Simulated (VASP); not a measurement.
# Al2O3 (R-3c) in VASP: further runs, part 2 of 2

VASP 6.6.1. The steps go on from the part before.

### Step 4. Single point, PBE

INCAR

```
  PREC = Accurate
  ENCUT = 600
  EDIFF = 1E-6
  ISMEAR = -1
  SIGMA = 0.01
  LREAL = F
  LASPH = T
  NELM = 120
  ALGO = Normal
  ISIF = 2
  LWAVE = F
  LCHARG = F
  GGA = PE
  ISYM = 0
  NBANDS = 35
  GGA_COMPAT = F
```

KPOINTS

```
regular mesh
0
Gamma
  1 2 2
```

POSCAR

```
Al2O3
1.0
    2.4039417600      1.3879164200      4.3742070900
   -2.4039417600      1.3879164250      4.3742070950
    0.0000000000     -2.7758328450      4.3742070950
Al O
4 6
Direct
    0.6478877100      0.6478877100      0.6478877100
    0.8521122900      0.8521122900      0.8521122900
    0.1478877100      0.1478877100      0.1478877100
    0.3521122900      0.3521122900      0.3521122900
    0.4438508600      0.0561491400      0.7500000000
    0.9438508600      0.2500000000      0.5561491400
    0.0561491400      0.7500000000      0.4438508600
    0.7500000000      0.4438508600      0.0561491400
    0.2500000000      0.5561491400      0.9438508600
    0.5561491400      0.9438508600      0.2500000000
```

Potentials or basis: VASP PAW PBE potentials, release 64 (Al, O).

Launch:

```sh
> cat potpaw_PBE.64/Al/POTCAR potpaw_PBE.64/O/POTCAR > POTCAR
> mpirun -np 1 vasp_std > vasp.out
```

OUTCAR:

```text
PREC = Accurate
   ENCUT = 600
   EDIFF = 1E-6
   ISMEAR = -1
   LREAL = F
   LASPH = T
   NELM = 120
   ISIF = 2
   GGA = PE
   ISYM = 0

 ion  position               nearest neighbor table
   1  0.648  0.648  0.648-   9 1.87   6 1.87  10 1.87   7 1.99   8 1.99   5 1.99   2 2.68   4 2.82
                             4 2.82   4 2.82   2 3.25   2 3.25   2 3.25
   2  0.852  0.852  0.852-   9 1.87  10 1.87   6 1.87   5 1.99   8 1.99   7 1.99   1 2.68   3 2.82
                             3 2.82   3 2.82   1 3.25   1 3.25   1 3.25
   3  0.148  0.148  0.148-   8 1.87   5 1.87   7 1.87  10 1.99   9 1.99   6 1.99   4 2.68   2 2.82
                             2 2.82   2 2.82   4 3.25   4 3.25   4 3.25
   4  0.352  0.352  0.352-   8 1.87   7 1.87   5 1.87   6 1.99   9 1.99  10 1.99   3 2.68   1 2.82
                             1 2.82   1 2.82   3 3.25   3 3.25   3 3.25
   5  0.444  0.056  0.750-   3 1.87   4 1.87   2 1.99   1 1.99
   6  0.944  0.250  0.556-   1 1.87   2 1.87   4 1.99   3 1.99
   7  0.056  0.750  0.444-   4 1.87   3 1.87   1 1.99   2 1.99
   8  0.750  0.444  0.056-   4 1.87   3 1.87   1 1.99   2 1.99
   9  0.250  0.556  0.944-   1 1.87   2 1.87   4 1.99   3 1.99
  10  0.556  0.944  0.250-   2 1.87   1 1.87   3 1.99   4 1.99

IMPORTANT INFORMATION: All symmetrisations will be switched off!
NOSYMM: (Re-)initialisation of all symmetry stuff for point group C_1.

----------------------------------------------------------------------------------------

                                     Primitive cell

  volume of cell :      87.5665

  direct lattice vectors                    reciprocal lattice vectors
     2.403941760  1.387916420  4.374207090     0.207991728  0.120084080  0.076204287
    -2.403941760  1.387916425  4.374207095    -0.207991728  0.120084080  0.076204287
     0.000000000 -2.775832845  4.374207095    -0.000000000 -0.240168160  0.076204287

  length of vectors
     5.180630815  5.180630820  5.180630820     0.251967932  0.251967931  0.251967931

  position of ions in fractional coordinates (direct lattice)
     0.647887710  0.647887710  0.647887710
     0.852112290  0.852112290  0.852112290
     0.147887710  0.147887710  0.147887710
[... 123 lines left out ...]
   LRPA    =     F    only Hartree local field effects (RPA)
 non-spin polarized calculation
  energy-cutoff  :      600.00
  volume of cell :       87.57
 maximum number of plane-waves:      2951
 NGX is ok and might be reduce to    42
   NGX = 21   NGY = 21   NGZ = 21

 number of electron      47.9999998 magnetization

 Free energy of the ion-electron system (eV)
  ---------------------------------------------------
  ext. energy  EPLUGINS =         0.00000000
  ---------------------------------------------------
  free energy    TOTEN  =       -74.19080380 eV

  energy without entropy =      -74.19080380  energy(sigma->0) =      -74.19080380

 E-fermi :   6.1038     XC(G=0): -11.5300

 val. band max:        5.8555627599   @ k =   0.0000   0.0000   0.0000
 cond. band min:      11.6804180961   @ k =   0.0000   0.0000   0.0000
 fundamental gap:      5.8248553362
 Fermi energy:         6.1038277483

 k-point     1 :       0.0000    0.0000    0.0000
  band No.  band energies     occupation
      1     -13.1792      2.00000
      2     -10.9540      2.00000
      3     -10.7146      2.00000
      4     -10.6543      2.00000
      5     -10.4089      2.00000
      6     -10.3413      2.00000
[... 141 lines left out ...]
     34      18.6773      0.00000
     35      18.8659      0.00000

------------------------ aborting loop because EDIFF is reached ----------------------------------------

  FORCE on cell =-STRESS in cart. coord.  units (eV):
  Direction    XX          YY          ZZ          XY          YZ          ZX
  --------------------------------------------------------------------------------------
  -------------------------------------------------------------------------------------
  Total       -0.4697084      0.8279450     -0.2841486     -1.1239107      0.0942087      0.1638720
  in kB       -8.5941136     15.1486598     -5.1989818    -20.5638545      1.7237083      2.9983173
  external PRESSURE =       0.4518548 kB  Pullay stress =       0.0000000 kB

 VOLUME and BASIS-vectors are now :
 -----------------------------------------------------------------------------
  energy-cutoff  :      600.00
  volume of cell :       87.57
      direct lattice vectors                 reciprocal lattice vectors
     2.403941760  1.387916420  4.374207090     0.207991728  0.120084080  0.076204287
    -2.403941760  1.387916425  4.374207095    -0.207991728  0.120084080  0.076204287
     0.000000000 -2.775832845  4.374207095    -0.000000000 -0.240168160  0.076204287

 POSITION                                       TOTAL-FORCE (eV/Angst)
 -----------------------------------------------------------------------------------
      0.00000      0.00000      8.50199         0.000373     -0.086125     -0.034124
      0.00000      0.00000     11.18195         0.074417     -0.043239      0.034128
      0.00000     -0.00000      1.94067        -0.074398      0.043342     -0.033876
      0.00000     -0.00000      4.62064        -0.000498      0.086137      0.033871
      0.93201     -1.38792      5.46776         0.229131     -0.399890      0.027228
      1.66798      0.11319      7.65486        -0.231775      0.398210      0.027192
     -1.66798     -0.11319      5.46776         0.231765     -0.398179     -0.027195
      0.73596      1.50110      5.46776         0.376041     -0.651252      0.000007
     -0.73596     -1.50110      7.65486        -0.376012      0.651198      0.000006
     -0.93201      1.38792      7.65486        -0.229043      0.399798     -0.027238
 -----------------------------------------------------------------------------------
    total drift:                                0.000271     -0.000316      0.000005

  FREE ENERGIE OF THE ION-ELECTRON SYSTEM (eV)
  ---------------------------------------------------
  free  energy   TOTEN  =       -74.1908038044 eV

  energy  without entropy=      -74.1908038044  energy(sigma->0) =      -74.19080380
```

OSZICAR:

```text
N       E                     dE             d eps       ncg     rms          rms(c)
DAV:   1     0.255008385432E+03    0.25501E+03   -0.27932E+04   280   0.147E+03
DAV:   2    -0.678945890111E+02   -0.32290E+03   -0.30976E+03   351   0.299E+02
DAV:   3    -0.822778668348E+02   -0.14383E+02   -0.14322E+02   352   0.649E+01
DAV:   4    -0.823939486565E+02   -0.11608E+00   -0.11599E+00   368   0.662E+00
DAV:   5    -0.823953493700E+02   -0.14007E-02   -0.14005E-02   338   0.738E-01    0.176E+01
DAV:   6    -0.741142673058E+02    0.82811E+01   -0.29437E+01   346   0.287E+01    0.590E+00
DAV:   7    -0.741659609340E+02   -0.51694E-01   -0.95415E-01   338   0.457E+00    0.334E+00
DAV:   8    -0.741874080128E+02   -0.21447E-01   -0.10545E-01   320   0.247E+00    0.666E-01
DAV:   9    -0.741901601031E+02   -0.27521E-02   -0.26998E-02   365   0.863E-01    0.308E-01
DAV:  10    -0.741908425617E+02   -0.68246E-03   -0.98066E-04   325   0.192E-01    0.797E-02
DAV:  11    -0.741907939831E+02    0.48579E-04   -0.32668E-04   352   0.112E-01    0.311E-02
DAV:  12    -0.741908031803E+02   -0.91972E-05   -0.23118E-05   333   0.281E-02    0.841E-03
DAV:  13    -0.741908038044E+02   -0.62402E-06   -0.30358E-06   336   0.149E-02
   1 F= -.74190804E+02 E0= -.74190804E+02  d E =-.220920E-11
```

Wall time 26 s (1 thread of Intel Xeon Platinum 8488C (Sapphire Rapids), shared host); peak memory 0.24 GiB.

Results:

```
Free energy            : -74.1908 eV
Pressure               : 0.0 GPa
Largest force          : 0.752 eV/Å
Band gap on the k mesh : 5.82 eV
```

Forces on the atoms (eV/Å):
```
Al   0.000 -0.086 -0.034
Al   0.074 -0.043  0.034
Al  -0.074  0.043 -0.034
Al   0.000  0.086  0.034
O    0.229 -0.400  0.027
O   -0.232  0.398  0.027
O    0.232 -0.398 -0.027
O    0.376 -0.651  0.000
O   -0.376  0.651  0.000
O   -0.229  0.400 -0.027
```

Caveat: the k points lie up to 1.22 Å⁻¹ apart.

### Step 5. Overview

| level | potentials or basis | k mesh | gap on the mesh (eV) | pressure (GPa) | largest force (eV/Å) |
| --- | --- | --- | --- | --- | --- |
| LDA | VASP PAW LDA potentials, release 64 (Al, O) | 1 × 2 × 2, shifted | 6.68 | -11.6 | 0.11 |
| PBE | VASP PAW PBE potentials, release 64 (Al, O) | 1 × 2 × 2, shifted | 6.75 | -0.4 | 0.01 |
| PBE | VASP PAW PBE potentials, release 64 (Al, O) | 1 × 2 × 2 | 5.82 | 0.0 | 0.75 |

Alike in all rows: task single point; no spin polarisation; cell as given; cutoff (eV) 600; smearing fermi-dirac 0.01 eV.

Caveats: all runs use coarse meshes; a shifted mesh leaves out Γ, where band edges can lie (at least some runs).

Absolute energies hang on the potentials; compare differences alone.
